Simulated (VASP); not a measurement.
Input of a VASP 6.6.1 run:

File INCAR:

```
SYSTEM = BN
ALGO = Normal
EDIFF = 1E-6
ENCUT = 520
GGA = PE
ISIF = 2
ISMEAR = -1
LASPH = .True.
LCHARG = .False.
LREAL = .False.
LWAVE = .False.
NBANDS = 11
NELM = 100
PREC = Accurate
SIGMA = 0.05
```

Contents of KPOINTS:

```
k-points
0
Gamma
  13 13 13
  0 0 0
```

POSCAR

```
BN
1.0
    0.0000000000      1.8250079791      1.8250079791
    1.8250079791      0.0000000000      1.8250079791
    1.8250079791      1.8250079791      0.0000000000
N B
1 1
Direct
    0.2500000000      0.2500000000      0.2500000000
    0.0000000000      0.0000000000      0.0000000000
```

Potentials or basis: VASP PAW PBE potentials, release 64 (N, B).

Command:

```console
$ cat potpaw_PBE.64/N/POTCAR potpaw_PBE.64/B/POTCAR > POTCAR
$ mpirun -np 1 vasp_std > vasp.out
```

Q: Predict the band gap on the k mesh.

A: 4.50 eV, indirect (least direct gap 8.68 eV).

Q: Predict the pressure.

A: -7.3 GPa.

 A k mesh can miss the band edges.
